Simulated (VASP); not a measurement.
# Sn (Fd-3m) in VASP: notebook

Sn is run at these levels: PBE; tasks: single point.

All numbers are computed with VASP 6.6.1; they aren't measurements. Logs are shortened: lines on timing, memory, paths and dates and some standing lists are left out, and cuts for length are marked.

## (1) The cell of the first run

The structure is cubic, space group Fd-3m (No. 227). Conventional cell: a = 6.126 Å, b = 6.126 Å, c = 6.126 Å, α = 90.00°, β = 90.00°, γ = 90.00°. Within 3.5 Å of Sn (site symmetry -43m) lie 4 Sn at 2.65 Å.

## (2) Single point, PBE

The input, INCAR:

```
PREC = Accurate
ENCUT = 520
EDIFF = 1E-6
ISMEAR = 0
SIGMA = 0.05
LREAL = False
LASPH = True
NELM = 60
ALGO = Normal
ISIF = 2
LWAVE = False
LCHARG = False
GGA = PE
NBANDS = 21
```

The input, KPOINTS:

```
Automatic mesh
0
Gamma
  10 10 10
```

The input, POSCAR:

```
Sn
1.0
    0.0000000000      3.0628429344      3.0628429344
    3.0628429344      0.0000000000      3.0628429344
    3.0628429344      3.0628429344      0.0000000000
Sn
2
Direct
    0.0000000000      0.0000000000      0.0000000000
    0.2500000000      0.2500000000      0.2500000000
```

Potentials or basis: VASP PAW PBE potentials, release 64 (Sn_d).

Launch:

```bash
$ cat potpaw_PBE.64/Sn_d/POTCAR > POTCAR
$ mpirun -np 1 vasp_std > vasp.out
```

OUTCAR:

```text
PREC = Accurate
   ENCUT = 520
   EDIFF = 1E-6
   ISMEAR = 0
   LREAL = False
   LASPH = True
   NELM = 60
   ISIF = 2
   GGA = PE

 ion  position               nearest neighbor table
   1  0.000  0.000  0.000-   2 2.65   2 2.65   2 2.65   2 2.65
   2  0.250  0.250  0.250-   1 2.65   1 2.65   1 2.65   1 2.65

  LATTYP: Found a face centered cubic cell.
 ALAT       =     6.1256858688

  Lattice vectors:

 A1 = (   0.0000000000,   3.0628429344,   3.0628429344)
 A2 = (   3.0628429344,   0.0000000000,   3.0628429344)
 A3 = (   3.0628429344,   3.0628429344,   0.0000000000)

Analysis of symmetry for initial positions (statically):
=====================================================================
 Subroutine PRICEL returns:
 Original cell was already a primitive cell.

 Routine SETGRP: Setting up the symmetry group for a
 face centered cubic supercell.

 Subroutine GETGRP returns: Found 48 space group operations
 (whereof 24 operations were pure point group operations)
 out of a pool of 48 trial point group operations.

The static configuration has the point symmetry T_d .
 The point group associated with its full space group is O_h .

Analysis of symmetry for dynamics (positions and initial velocities):
=====================================================================
 Subroutine PRICEL returns:
 Original cell was already a primitive cell.

 Routine SETGRP: Setting up the symmetry group for a
 face centered cubic supercell.

 Subroutine GETGRP returns: Found 48 space group operations
 (whereof 24 operations were pure point group operations)
 out of a pool of 48 trial point group operations.

The dynamic configuration has the point symmetry T_d .
 The point group associated with its full space group is O_h .

 Subroutine INISYM returns: Found 48 space group operations
 (whereof 24 operations are pure point group operations),
 and found     1 'primitive' translations

----------------------------------------------------------------------------------------

                                     Primitive cell

  volume of cell :      57.4651

  direct lattice vectors                    reciprocal lattice vectors
     0.000000000  3.062842934  3.062842934    -0.163247026  0.163247026  0.163247026
     3.062842934  0.000000000  3.062842934     0.163247026 -0.163247026  0.163247026
     3.062842934  3.062842934  0.000000000     0.163247026  0.163247026 -0.163247026

  length of vectors
     4.331514017  4.331514017  4.331514017     0.282752143  0.282752143  0.282752143

  position of ions in fractional coordinates (direct lattice)
     0.000000000  0.000000000  0.000000000
     0.250000000  0.250000000  0.250000000

  ion indices of the primitive-cell ions
   primitive index   ion index
                 1           1
                 2           2

----------------------------------------------------------------------------------------

 KPOINTS: Automatic mesh

Automatic generation of k-mesh.
 Grid dimensions read from file:
 generate k-points for:   10   10   10

 Generating k-lattice:

  Cartesian coordinates                     Fractional coordinates (reciprocal lattice)
    -0.016324703  0.016324703  0.016324703     0.100000000  0.000000000  0.000000000
     0.016324703 -0.016324703  0.016324703     0.000000000  0.100000000  0.000000000
     0.016324703  0.016324703 -0.016324703     0.000000000  0.000000000  0.100000000

  Length of vectors
     0.028275214  0.028275214  0.028275214

  Shift w.r.t. Gamma in fractional coordinates (k-lattice)
     0.000000000  0.000000000  0.000000000

 Subroutine IBZKPT returns following result:
 ===========================================

 Found     47 irreducible k-points:

 Following reciprocal coordinates:
            Coordinates               Weight
  0.000000  0.000000  0.000000      1.000000
  0.100000  0.000000  0.000000      8.000000
  0.200000  0.000000  0.000000      8.000000
  0.300000  0.000000  0.000000      8.000000
  0.400000  0.000000  0.000000      8.000000
  0.500000  0.000000  0.000000      4.000000
[... 16 lines left out ...]
  0.300000  0.300000  0.000000      6.000000
  0.400000  0.300000  0.000000     24.000000
 [... further k-points ...]
   k-points           NKPTS =     47   k-points in BZ     NKDIM =     47   number of bands    NBANDS=     21
   number of dos      NEDOS =    301   number of ions     NIONS =      2
   total plane-waves  NPLWV =  32768
   dimension x,y,z NGX =    32 NGY =   32 NGZ =   32
   dimension x,y,z NGXF=    64 NGYF=   64 NGZF=   64
   ions per type =               2
   NGX,Y,Z   is equivalent  to a cutoff of  12.28, 12.28, 12.28 a.u.
   NGXF,Y,Z  is equivalent  to a cutoff of  24.56, 24.56, 24.56 a.u.
 SYSTEM =  unknown system
   PREC   = accura    normal or accurate (medium, high low for compatibility)
   ISTART =      0    job   : 0-new  1-cont  2-samecut
   ICHARG =      2    charge: 1-file 2-atom 10-const
   ISPIN  =      1    spin polarized calculation?
   LNONCOLLINEAR =      F non collinear calculations
   LSORBIT =      F    spin-orbit coupling
   LASPH  =      T    aspherical Exc in radial PAW
   ENCUT  =  520.0 eV  38.22 Ry    6.18 a.u.   8.05  8.05  8.05*2*pi/ulx,y,z
   NELM   =     60;   NELMIN=  2; NELMDL= -5     # of ELM steps
   EDIFF  = 0.1E-05   stopping-criterion for ELM
   LREAL  =      F    real-space projection
   EDIFFG = 0.1E-04   stopping-criterion for IOM
   NSW    =      0    number of steps for IOM
   IBRION =     -1    ionic relax: 0-MD 1-quasi-New 2-CG
   NFREE  =      0    steps in history (QN), initial steepest desc. (CG)
   ISIF   =      2    stress and relaxation
   ISYM   =      2    0-nonsym 1-usesym 2-fastsym
   POTIM  = 0.5000    time-step for ionic-motion
   TEBEG  =    0.0;   TEEND  =   0.0 temperature during run
   PSTRESS=    0.0 pullay stress
   NELECT =      28.0000    total number of electrons
   NUPDOWN=      -1.0000    fix difference up-down
   EMIN   =  10.00;   EMAX   =-10.00  energy-range for DOS
   EFERMI =   0.00;   METHOD = LEGACY
   ISMEAR =     0;   SIGMA  =   0.05  broadening in eV -4-tet -1-fermi 0-gaus
   EFERMI_NEDOS =   21; number of points for ismear=-14 and -15
   IALGO  =     38    algorithm
   IMIX   =      4    mixing-type and parameters
     AMIX     =   0.40;   BMIX     =  1.00
     AMIX_MAG =   1.60;   BMIX_MAG =  1.00
  volume/ion in A,a.u.               =      28.73       193.90
  Fermi-wavevector in a.u.,A,eV,Ry     =   1.288228  2.434398 22.579300  1.659532
  Thomas-Fermi vector in A             =   2.420195
   LORBIT       =      0    0 simple, 1 ext, 2 COOP (PROOUT), +10 PAW based schemes
   GGA     = PE    functional components
   LHFCALC =     F    Hartree Fock is set to
   AEXX    =    0.0000 exact exchange contribution
   IVDW    =     0    specifies the selected vdW correction
   LEPSILON=     F    determine dielectric tensor
   LRPA    =     F    only Hartree local field effects (RPA)
 non-spin polarized calculation
 Gauss-broadening in eV      SIGMA  =   0.05
  energy-cutoff  :      520.00
  volume of cell :       57.47
 maximum number of plane-waves:      1572
   NGX = 17   NGY = 17   NGZ = 17

 number of electron      27.9999980 magnetization

 Free energy of the ion-electron system (eV)
  ---------------------------------------------------
  ext. energy  EPLUGINS =         0.00000000
  ---------------------------------------------------
  free energy    TOTEN  =        -7.04610227 eV

  energy without entropy =       -7.04610222  energy(sigma->0) =       -7.04610225

 E-fermi :   7.9108     XC(G=0):  -9.6618

 val. band max:        7.7678658168   @ k =   0.0000   0.0000   0.0000
 cond. band min:       8.0577582597   @ k =   0.5000   0.0000   0.0000
 fundamental gap:      0.2898924429
 Fermi energy:         7.9108239714

 k-point     1 :       0.0000    0.0000    0.0000
  band No.  band energies     occupation
      1     -14.4733      2.00000
      2     -14.4733      2.00000
      3     -14.4733      2.00000
      4     -14.3863      2.00000
      5     -14.3863      2.00000
      6     -13.9033      2.00000
[... 13 lines left out ...]
     20      16.0316      0.00000
     21      16.0352      0.00000

 k-point     2 :       0.1000    0.0000    0.0000
  band No.  band energies     occupation
      1     -14.4861      2.00000
      2     -14.4861      2.00000
      3     -14.4700      2.00000
      4     -14.3687      2.00000
      5     -14.3687      2.00000
      6     -13.9217      2.00000
[... 13 lines left out ...]
     20      15.0563      0.00000
     21      15.0563      0.00000

 k-point     3 :       0.2000    0.0000    0.0000
  band No.  band energies     occupation
      1     -14.5061      2.00000
      2     -14.5061      2.00000
      3     -14.4610      2.00000
      4     -14.3365      2.00000
      5     -14.3365      2.00000
      6     -13.9484      2.00000
[... 13 lines left out ...]
     20      14.6182      0.00000
     21      14.6182      0.00000

 k-point     4 :       0.3000    0.0000    0.0000
  band No.  band energies     occupation
      1     -14.5202      2.00000
      2     -14.5202      2.00000
      3     -14.4496      2.00000
      4     -14.3097      2.00000
      5     -14.3097      2.00000
      6     -13.9677      2.00000
[... 13 lines left out ...]
     20      14.9770      0.00000
     21      14.9770      0.00000

 k-point     5 :       0.4000    0.0000    0.0000
  band No.  band energies     occupation
      1     -14.5270      2.00000
      2     -14.5270      2.00000
      3     -14.4401      2.00000
      4     -14.2951      2.00000
      5     -14.2951      2.00000
      6     -13.9765      2.00000
[... 13 lines left out ...]
     20      16.0192      0.00000
     21      16.0192      0.00000
[... 382 lines left out ...]
     20      15.7067      0.00000
     21      17.1116      0.00000

 k-point    22 :      -0.2000    0.2000    0.0000
  band No.  band energies     occupation
      1     -14.5396      2.00000
      2     -14.5394      2.00000
      3     -14.4142      2.00000
      4     -14.3126      2.00000
      5     -14.2595      2.00000
      6     -14.0266      2.00000
[... 13 lines left out ...]
     20      15.9376      0.00000
     21      16.8415      0.00000

 k-point    23 :       0.3000    0.3000    0.0000
  band No.  band energies     occupation
      1     -14.5265      2.00000
      2     -14.5265      2.00000
      3     -14.4746      2.00000
      4     -14.2769      2.00000
      5     -14.1832      2.00000
      6     -14.1595      2.00000
[... 13 lines left out ...]
     20      17.1073      0.00000
     21      17.2215      0.00000

 k-point    24 :       0.4000    0.3000    0.0000
  band No.  band energies     occupation
      1     -14.5495      2.00000
      2     -14.5370      2.00000
      3     -14.4377      2.00000
      4     -14.2421      2.00000
      5     -14.2004      2.00000
      6     -14.1437      2.00000
[... 13 lines left out ...]
     20      17.6716      0.00000
     21      17.7297      0.00000

 [... further k-points ...]
[... 5 lines left out ...]
  --------------------------------------------------------------------------------------
  -------------------------------------------------------------------------------------
  Total        5.8073810      5.8073810      5.8073810     -0.0000000      0.0000000     -0.0000000
  in kB      161.9148665    161.9148665    161.9148665     -0.0000000      0.0000000     -0.0000000
  external PRESSURE =     161.9148665 kB  Pullay stress =       0.0000000 kB

 VOLUME and BASIS-vectors are now :
 -----------------------------------------------------------------------------
  energy-cutoff  :      520.00
  volume of cell :       57.47
      direct lattice vectors                 reciprocal lattice vectors
     0.000000000  3.062842934  3.062842934    -0.163247026  0.163247026  0.163247026
     3.062842934  0.000000000  3.062842934     0.163247026 -0.163247026  0.163247026
     3.062842934  3.062842934  0.000000000     0.163247026  0.163247026 -0.163247026

 POSITION                                       TOTAL-FORCE (eV/Angst)
 -----------------------------------------------------------------------------------
      0.00000      0.00000      0.00000         0.000000      0.000000      0.000000
      1.53142      1.53142      1.53142        -0.000000     -0.000000     -0.000000
 -----------------------------------------------------------------------------------
    total drift:                               -0.000000      0.000000      0.000000

  FREE ENERGIE OF THE ION-ELECTRON SYSTEM (eV)
  ---------------------------------------------------
  free  energy   TOTEN  =        -7.0461022713 eV

  energy  without entropy=       -7.0461022227  energy(sigma->0) =       -7.04610225
```

Run time: 28 s. Hardware: 1 thread of Intel Xeon Platinum 8488C (Sapphire Rapids), shared host; peak memory 0.19 GiB.

Results:

```yaml
Free_energy: -7.0461 eV
Pressure: 16.2 GPa
Band_gap_on_the_k_mesh: 0.29 eV, indirect (least direct gap 0.54 eV)
```

Levels at points of the mesh, in eV from the valence-band top:
```tsv
k point	band 10	band 11	band 12	band 13	band 14	band 15	band 16	band 17	band 18	band 19
(0.00, 0.00, 0.00)	-21.63	-12.00	0.00	0.00	0.00	0.54	2.06	2.06	2.06	5.00
(0.50, 0.00, 0.00)	-21.57	-9.97	-7.19	-1.51	-1.51	0.29	3.17	3.17	5.34	9.18
(0.50, 0.50, 0.00)	-21.54	-8.28	-8.28	-3.19	-3.19	0.48	0.48	8.77	8.77	10.59
```

Caveat: spin-orbit coupling is left out, which moves the levels of the heavy elements. A k mesh can miss the band edges.

(Continued in part 2 of 2.)
